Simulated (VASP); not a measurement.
# Pt (R-3m) in VASP: a series of runs

Pt is run at these levels: PBEsol; tasks: single point.

All numbers are computed with VASP 6.6.1; they aren't measurements. Logs are shortened: lines on timing, memory, paths and dates and some standing lists are left out, and cuts for length are marked.

## Step 1: The cell of the first run

Symmetry: R-3m, No. 166, trigonal system. The conventional cell has a = 5.309 Å, b = 5.309 Å, c = 1.793 Å, α = 90.00°, β = 90.00°, γ = 120.00°. Within 2.4 Å of Pt (site symmetry -3m) lie 2 Pt at 1.79 Å.

## Step 2: Single point, PBEsol (14.59 Å³/atom)

The input, INCAR:

```
ALGO = Fast ; EDIFF = 1E-7
ENCUT = 520 ; GGA = PS
ISIF = 2 ; ISMEAR = 0
LASPH = T ; LCHARG = T
LELF = T ; LREAL = F
LVHAR = T ; LWAVE = F
NBANDS = 11 ; NELM = 100
PREC = Accurate ; SIGMA = 0.15
```

The input, KPOINTS:

```
k-points
0
Gamma
  22 22 22
```

The input, POSCAR:

```
Pt
1.0
   -2.1577551346      1.5964947733      1.5964947733
    1.5964947733     -2.1577551346      1.5964947733
    1.5964947733      1.5964947733     -2.1577551346
Pt
1
Direct
    0.0000000000      0.0000000000      0.0000000000
```

Potentials or basis: VASP PAW PBE potentials, release 64 (Pt).

Launch:

```
$ cat potpaw_PBE.64/Pt/POTCAR > POTCAR
$ mpirun -np 1 vasp_std > vasp.out
```

OUTCAR:

```text
EDIFF = 1E-7
   ENCUT = 520
   GGA = PS
   ISIF = 2
   ISMEAR = 0
   LASPH = T
   LREAL = F
   NELM = 100
   PREC = Accurate

 ion  position               nearest neighbor table
   1  0.000  0.000  0.000-

  LATTYP: Found a trigonal (rhomboedric) cell.
 ALAT       =     3.1230591322
 COS(alpha) =    -0.4450602107

  Lattice vectors:

 A1 = (  -2.1577551346,   1.5964947733,   1.5964947733)
 A2 = (   1.5964947733,  -2.1577551346,   1.5964947733)
 A3 = (   1.5964947733,   1.5964947733,  -2.1577551346)

Analysis of symmetry for initial positions (statically):
=====================================================================
 Subroutine PRICEL returns:
 Original cell was already a primitive cell.

 Routine SETGRP: Setting up the symmetry group for a
 trigonal (rhombohedral) supercell.

 Subroutine GETGRP returns: Found 12 space group operations
 (whereof 12 operations were pure point group operations)
 out of a pool of 12 trial point group operations.

The static configuration has the point symmetry D_3d.

Analysis of symmetry for dynamics (positions and initial velocities):
=====================================================================
 Subroutine PRICEL returns:
 Original cell was already a primitive cell.

 Routine SETGRP: Setting up the symmetry group for a
 trigonal (rhombohedral) supercell.

 Subroutine GETGRP returns: Found 12 space group operations
 (whereof 12 operations were pure point group operations)
 out of a pool of 12 trial point group operations.

The dynamic configuration has the point symmetry D_3d.

 Subroutine INISYM returns: Found 12 space group operations
 (whereof 12 operations are pure point group operations),
 and found     1 'primitive' translations

----------------------------------------------------------------------------------------

                                     Primitive cell

  volume of cell :      14.5910

  direct lattice vectors                    reciprocal lattice vectors
    -2.157755135  1.596494773  1.596494773     0.144411737  0.410776530  0.410776530
     1.596494773 -2.157755135  1.596494773     0.410776530  0.144411737  0.410776530
     1.596494773  1.596494773 -2.157755135     0.410776530  0.410776530  0.144411737

  length of vectors
     3.123059132  3.123059132  3.123059132     0.598606269  0.598606269  0.598606269

  position of ions in fractional coordinates (direct lattice)
     0.000000000  0.000000000  0.000000000

  ion indices of the primitive-cell ions
   primitive index   ion index
                 1           1

----------------------------------------------------------------------------------------

 KPOINTS: k-points

Automatic generation of k-mesh.
 Grid dimensions read from file:
 generate k-points for:   22   22   22

 Generating k-lattice:

  Cartesian coordinates                     Fractional coordinates (reciprocal lattice)
     0.006564170  0.018671660  0.018671660     0.045454545 -0.000000000 -0.000000000
     0.018671660  0.006564170  0.018671660    -0.000000000  0.045454545 -0.000000000
     0.018671660  0.018671660  0.006564170    -0.000000000 -0.000000000  0.045454545

  Length of vectors
     0.027209376  0.027209376  0.027209376

  Shift w.r.t. Gamma in fractional coordinates (k-lattice)
     0.000000000  0.000000000  0.000000000

 Subroutine IBZKPT returns following result:
 ===========================================

 Found   1024 irreducible k-points:

 Following reciprocal coordinates:
            Coordinates               Weight
  0.000000  0.000000  0.000000      1.000000
  0.045455  0.000000  0.000000      6.000000
  0.090909  0.000000  0.000000      6.000000
  0.136364  0.000000 -0.000000      6.000000
  0.181818 -0.000000 -0.000000      6.000000
  0.227273 -0.000000  0.000000      6.000000
[... 16 lines left out ...]
  0.500000  0.045455 -0.000000     12.000000
 -0.454545  0.045455 -0.000000     12.000000
 [... further k-points ...]
   k-points           NKPTS =   1024   k-points in BZ     NKDIM =   1024   number of bands    NBANDS=     11
   number of dos      NEDOS =    301   number of ions     NIONS =      1
   total plane-waves  NPLWV =  13824
   dimension x,y,z NGX =    24 NGY =   24 NGZ =   24
   dimension x,y,z NGXF=    48 NGYF=   48 NGZF=   48
   ions per type =               1
   NGX,Y,Z   is equivalent  to a cutoff of  12.78, 12.78, 12.78 a.u.
   NGXF,Y,Z  is equivalent  to a cutoff of  25.55, 25.55, 25.55 a.u.
 SYSTEM =  unknown system
   PREC   = accura    normal or accurate (medium, high low for compatibility)
   ISTART =      0    job   : 0-new  1-cont  2-samecut
   ICHARG =      2    charge: 1-file 2-atom 10-const
   ISPIN  =      1    spin polarized calculation?
   LNONCOLLINEAR =      F non collinear calculations
   LSORBIT =      F    spin-orbit coupling
   LASPH  =      T    aspherical Exc in radial PAW
   ENCUT  =  520.0 eV  38.22 Ry    6.18 a.u.   5.81  5.81  5.81*2*pi/ulx,y,z
   NELM   =    100;   NELMIN=  2; NELMDL= -5     # of ELM steps
   EDIFF  = 0.1E-06   stopping-criterion for ELM
   LREAL  =      F    real-space projection
   EDIFFG = 0.1E-05   stopping-criterion for IOM
   NSW    =      0    number of steps for IOM
   IBRION =     -1    ionic relax: 0-MD 1-quasi-New 2-CG
   NFREE  =      0    steps in history (QN), initial steepest desc. (CG)
   ISIF   =      2    stress and relaxation
   ISYM   =      2    0-nonsym 1-usesym 2-fastsym
   POTIM  = 0.5000    time-step for ionic-motion
   TEBEG  =    0.0;   TEEND  =   0.0 temperature during run
   PSTRESS=    0.0 pullay stress
   NELECT =      10.0000    total number of electrons
   NUPDOWN=      -1.0000    fix difference up-down
   EMIN   =  10.00;   EMAX   =-10.00  energy-range for DOS
   EFERMI =   0.00;   METHOD = LEGACY
   ISMEAR =     0;   SIGMA  =   0.15  broadening in eV -4-tet -1-fermi 0-gaus
   EFERMI_NEDOS =   21; number of points for ismear=-14 and -15
   IALGO  =     68    algorithm
   IMIX   =      4    mixing-type and parameters
     AMIX     =   0.40;   BMIX     =  1.00
     AMIX_MAG =   1.60;   BMIX_MAG =  1.00
  volume/ion in A,a.u.               =      14.59        98.46
  Fermi-wavevector in a.u.,A,eV,Ry     =   1.443377  2.727587 28.345527  2.083337
  Thomas-Fermi vector in A             =   2.561792
   LORBIT       =      0    0 simple, 1 ext, 2 COOP (PROOUT), +10 PAW based schemes
   GGA     = PS    functional components
   LHFCALC =     F    Hartree Fock is set to
   AEXX    =    0.0000 exact exchange contribution
   IVDW    =     0    specifies the selected vdW correction
   LEPSILON=     F    determine dielectric tensor
   LRPA    =     F    only Hartree local field effects (RPA)
 non-spin polarized calculation
 RMM-DIIS sequential band-by-band and
 Gauss-broadening in eV      SIGMA  =   0.15
  energy-cutoff  :      520.00
  volume of cell :       14.59
 maximum number of plane-waves:       407
   NGX = 11   NGY = 11   NGZ = 11

 number of electron      10.0000000 magnetization

 number of electron       9.9999998 magnetization

 Free energy of the ion-electron system (eV)
  ---------------------------------------------------
  ext. energy  EPLUGINS =         0.00000000
  ---------------------------------------------------
  free energy    TOTEN  =         1.91218441 eV

  energy without entropy =        1.91727490  energy(sigma->0) =        1.91472966

 E-fermi :  12.7362     XC(G=0): -13.3916

 val. band max:       12.7338245501   @ k =  -0.1818  -0.4091   0.0455
 cond. band min:      12.7428365336   @ k =  -0.3182   0.5000   0.2273
 fundamental gap:      0.0090119835
 Fermi energy:        12.7362009539

 k-point     1 :       0.0000    0.0000    0.0000
  band No.  band energies     occupation
      1      -2.1035      2.00000
      2       2.0387      2.00000
      3       6.0927      2.00000
      4       6.0927      2.00000
      5      16.4314      0.00000
      6      16.4314      0.00000
      7      22.9242      0.00000
      8      26.1776      0.00000
      9      26.1776      0.00000
     10      34.7495      0.00000
     11      34.7495      0.00000

 k-point     2 :       0.0455    0.0000    0.0000
  band No.  band energies     occupation
      1      -1.7428      2.00000
      2       2.1790      2.00000
      3       6.1495      2.00000
      4       6.1735      2.00000
      5      15.5893      0.00000
      6      15.6076      0.00000
      7      23.0502      0.00000
      8      26.8793      0.00000
      9      26.9320      0.00000
     10      34.7651      0.00000
     11      34.7879      0.00000

 k-point     3 :       0.0909    0.0000    0.0000
  band No.  band energies     occupation
      1      -0.7019      2.00000
      2       2.6237      2.00000
      3       6.3188      2.00000
      4       6.4135      2.00000
      5      13.6565      0.00000
      6      13.7110      0.00000
      7      23.4217      0.00000
      8      28.2576      0.00000
      9      28.5405      0.00000
     10      34.8672      0.00000
     11      34.9747      0.00000

 k-point     4 :       0.1364    0.0000   -0.0000
  band No.  band energies     occupation
      1       0.8437      2.00000
      2       3.4912      2.00000
      3       6.5945      2.00000
      4       6.8041      2.00000
      5      11.3873      2.00000
      6      11.4696      2.00000
      7      24.0174      0.00000
      8      29.2997      0.00000
      9      30.0575      0.00000
     10      35.0823      0.00000
     11      35.4913      0.00000
[... 239 lines left out ...]
 k-point    22 :       0.4545    0.0455   -0.0000
  band No.  band energies     occupation
      1       0.0687      2.00000
      2       0.5896      2.00000
      3      10.3600      2.00000
      4      10.8447      2.00000
      5      12.6166      1.74038
      6      17.7729      0.00000
      7      25.1516      0.00000
      8      28.9319      0.00000
      9      30.1362      0.00000
     10      34.6850      0.00000
     11      34.8833      0.00000

 k-point    23 :       0.5000    0.0455   -0.0000
  band No.  band energies     occupation
      1       0.2349      2.00000
      2       0.7791      2.00000
      3      10.1921      2.00000
      4      10.6654      2.00000
      5      12.5050      1.97073
      6      17.7370      0.00000
      7      25.1771      0.00000
      8      28.6524      0.00000
      9      29.9525      0.00000
     10      34.4107      0.00000
     11      34.8104      0.00000

 k-point    24 :      -0.4545    0.0455   -0.0000
  band No.  band energies     occupation
      1       0.7731      2.00000
      2       1.3441      2.00000
      3       9.7307      2.00000
      4      10.0135      2.00000
      5      11.6338      2.00000
      6      17.8824      0.00000
      7      25.5060      0.00000
      8      28.5414      0.00000
      9      29.1054      0.00000
     10      34.4930      0.00000
     11      34.7500      0.00000

 [... further k-points ...]

------------------------ aborting loop because EDIFF is reached ----------------------------------------

  FORCE on cell =-STRESS in cart. coord.  units (eV):
  Direction    XX          YY          ZZ          XY          YZ          ZX
  --------------------------------------------------------------------------------------
  -------------------------------------------------------------------------------------
  Total       20.5830447     20.5830447     20.5830447     19.0879124     19.0879124     19.0879124
  in kB     2260.1389613   2260.1389613   2260.1389613   2095.9646705   2095.9646705   2095.9646705
  external PRESSURE =    2260.1389613 kB  Pullay stress =       0.0000000 kB

 VOLUME and BASIS-vectors are now :
 -----------------------------------------------------------------------------
  energy-cutoff  :      520.00
  volume of cell :       14.59
      direct lattice vectors                 reciprocal lattice vectors
    -2.157755135  1.596494773  1.596494773     0.144411737  0.410776530  0.410776530
     1.596494773 -2.157755135  1.596494773     0.410776530  0.144411737  0.410776530
     1.596494773  1.596494773 -2.157755135     0.410776530  0.410776530  0.144411737

 POSITION                                       TOTAL-FORCE (eV/Angst)
 -----------------------------------------------------------------------------------
      0.00000      0.00000      0.00000        -0.000000      0.000000      0.000000
 -----------------------------------------------------------------------------------
    total drift:                                0.000000      0.000000     -0.000000

  FREE ENERGIE OF THE ION-ELECTRON SYSTEM (eV)
  ---------------------------------------------------
  free  energy   TOTEN  =         1.9121844094 eV

  energy  without entropy=        1.9172749016  energy(sigma->0) =        1.91472966
```

It took 69 s on 1 thread of Intel Xeon 6975P-C (Granite Rapids), shared host; peak memory 0.29 GiB.

Results:

```
Free energy            : 1.9122 eV
Pressure               : 226.0 GPa
Band gap on the k mesh : zero (bands 5 and 6 overlap by 8.73 eV)
```

Caveat: atoms lie so close that the PAW spheres overlap strongly, which falsifies energies and pressures; the cell stands under pressure; the PAW data sets were made with another functional, which shifts forces and pressure a little; spin-orbit coupling is left out, which moves the levels of the heavy elements.

## Step 3: Single point, PBEsol (14.59 Å³/atom)

The input, INCAR:

```
SYSTEM = Pt
  ALGO = Fast
  EDIFF = 1E-7
  ENCUT = 520
  GGA = PS
  ISIF = 2
  ISMEAR = 0
  LASPH = .TRUE.
  LCHARG = .FALSE.
  LREAL = .FALSE.
  LWAVE = .FALSE.
  NBANDS = 11
  NELM = 100
  PREC = Accurate
  SIGMA = 0.15
```

The input, KPOINTS:

```
k-points
0
G
  22 22 22
  0 0 0
```

The input, POSCAR:

```
Pt
1.0
   -0.9201972458      1.6045802715      1.6045802715
    1.6045802715     -0.9201972458      1.6045802715
    1.6045802715      1.6045802715     -0.9201972458
Pt
1
Direct
    0.0000000000      0.0000000000      0.0000000000
```

Potentials or basis: VASP PAW PBE potentials, release 64 (Pt).

Launch:

```
$ cat potpaw_PBE.64/Pt/POTCAR > POTCAR
$ mpirun -np 1 vasp_std > vasp.out
```

OUTCAR:

```text
SYSTEM = Pt
   EDIFF = 1E-7
   ENCUT = 520
   GGA = PS
   ISIF = 2
   ISMEAR = 0
   LASPH = .TRUE.
   LREAL = .FALSE.
   NELM = 100
   PREC = Accurate

 ion  position               nearest neighbor table
   1  0.000  0.000  0.000-

  LATTYP: Found a trigonal (rhomboedric) cell.
 ALAT       =     2.4486973407
 COS(alpha) =    -0.0631046292

  Lattice vectors:

 A1 = (  -0.9201972458,   1.6045802715,   1.6045802715)
 A2 = (   1.6045802715,  -0.9201972458,   1.6045802715)
 A3 = (   1.6045802715,   1.6045802715,  -0.9201972458)

Analysis of symmetry for initial positions (statically):
=====================================================================
 Subroutine PRICEL returns:
 Original cell was already a primitive cell.

 Routine SETGRP: Setting up the symmetry group for a
 trigonal (rhombohedral) supercell.

 Subroutine GETGRP returns: Found 12 space group operations
 (whereof 12 operations were pure point group operations)
 out of a pool of 12 trial point group operations.

The static configuration has the point symmetry D_3d.

Analysis of symmetry for dynamics (positions and initial velocities):
=====================================================================
 Subroutine PRICEL returns:
 Original cell was already a primitive cell.

 Routine SETGRP: Setting up the symmetry group for a
 trigonal (rhombohedral) supercell.

 Subroutine GETGRP returns: Found 12 space group operations
 (whereof 12 operations were pure point group operations)
 out of a pool of 12 trial point group operations.

The dynamic configuration has the point symmetry D_3d.

 Subroutine INISYM returns: Found 12 space group operations
 (whereof 12 operations are pure point group operations),
 and found     1 'primitive' translations

----------------------------------------------------------------------------------------

                                     Primitive cell

  volume of cell :      14.5910

[... 112 lines left out ...]
   LHFCALC =     F    Hartree Fock is set to
   AEXX    =    0.0000 exact exchange contribution
   IVDW    =     0    specifies the selected vdW correction
   LEPSILON=     F    determine dielectric tensor
   LRPA    =     F    only Hartree local field effects (RPA)
 non-spin polarized calculation
 RMM-DIIS sequential band-by-band and
 Gauss-broadening in eV      SIGMA  =   0.15
  energy-cutoff  :      520.00
  volume of cell :       14.59
 maximum number of plane-waves:       409
   NGX =  9   NGY =  9   NGZ =  9

 number of electron      10.0000000 magnetization

 number of electron       9.9999998 magnetization

 Free energy of the ion-electron system (eV)
  ---------------------------------------------------
  ext. energy  EPLUGINS =         0.00000000
  ---------------------------------------------------
  free energy    TOTEN  =        -6.03141457 eV

  energy without entropy =       -6.02019704  energy(sigma->0) =       -6.02580581

 E-fermi :  11.7763     XC(G=0): -13.6835

 val. band max:       11.7731512561   @ k =  -0.1818  -0.3636   0.1364
 cond. band min:      11.7786565730   @ k =  -0.0909   0.3182   0.0909
 fundamental gap:      0.0055053169
 Fermi energy:        11.7763263897

 k-point     1 :       0.0000    0.0000    0.0000
  band No.  band energies     occupation
      1       1.1993      2.00000
      2       4.2093      2.00000
      3       4.2093      2.00000
      4      12.1030      0.00207
      5      12.3043      0.00000
      6      12.3043      0.00000
      7      27.6135      0.00000
      8      27.6135      0.00000
      9      29.1523      0.00000
     10      35.2623      0.00000
     11      38.0734      0.00000
[... 309 lines left out ...]
 k-point    24 :      -0.4545    0.0455    0.0000
  band No.  band energies     occupation
      1       4.2560      2.00000
      2       4.9887      2.00000
      3       8.7269      2.00000
      4       9.4271      2.00000
      5      10.6619      2.00000
      6      12.4678      0.00000
      7      17.9347      0.00000
      8      28.3247      0.00000
      9      32.3751      0.00000
     10      33.5518      0.00000
     11      36.0403      0.00000

 [... further k-points ...]

------------------------ aborting loop because EDIFF is reached ----------------------------------------

  FORCE on cell =-STRESS in cart. coord.  units (eV):
  Direction    XX          YY          ZZ          XY          YZ          ZX
  --------------------------------------------------------------------------------------
  -------------------------------------------------------------------------------------
  Total        5.1405776      5.1405776      5.1405776     -0.1123939     -0.1123939     -0.1123939
  in kB      564.4655578    564.4655578    564.4655578    -12.3415058    -12.3415058    -12.3415058
  external PRESSURE =     564.4655578 kB  Pullay stress =       0.0000000 kB

 VOLUME and BASIS-vectors are now :
 -----------------------------------------------------------------------------
  energy-cutoff  :      520.00
  volume of cell :       14.59
      direct lattice vectors                 reciprocal lattice vectors
    -0.920197246  1.604580271  1.604580271    -0.118423335  0.277651168  0.277651168
     1.604580271 -0.920197246  1.604580271     0.277651168 -0.118423335  0.277651168
     1.604580271  1.604580271 -0.920197246     0.277651168  0.277651168 -0.118423335

 POSITION                                       TOTAL-FORCE (eV/Angst)
 -----------------------------------------------------------------------------------
      0.00000      0.00000      0.00000        -0.000000      0.000000     -0.000000
 -----------------------------------------------------------------------------------
    total drift:                                0.000000      0.000000      0.000000

  FREE ENERGIE OF THE ION-ELECTRON SYSTEM (eV)
  ---------------------------------------------------
  free  energy   TOTEN  =        -6.0314145730 eV

  energy  without entropy=       -6.0201970435  energy(sigma->0) =       -6.02580581
```

It took 66 s on 1 thread of Intel Xeon 6975P-C (Granite Rapids), shared host; peak memory 0.26 GiB.

What came out:

```yaml
Free_energy: -6.0314 eV
Pressure: 56.4 GPa
Band_gap_on_the_k_mesh: zero (bands 5 and 6 overlap by 4.37 eV)
```

Stress tensor (GPa, compression positive):
```
56.45 -1.23 -1.23
-1.23 56.45 -1.23
-1.23 -1.23 56.45
```

Caveat: the cell stands under pressure; the PAW data sets were made with another functional, which shifts forces and pressure a little; spin-orbit coupling is left out, which moves the levels of the heavy elements.

(Part 1 of 2 ends here.)
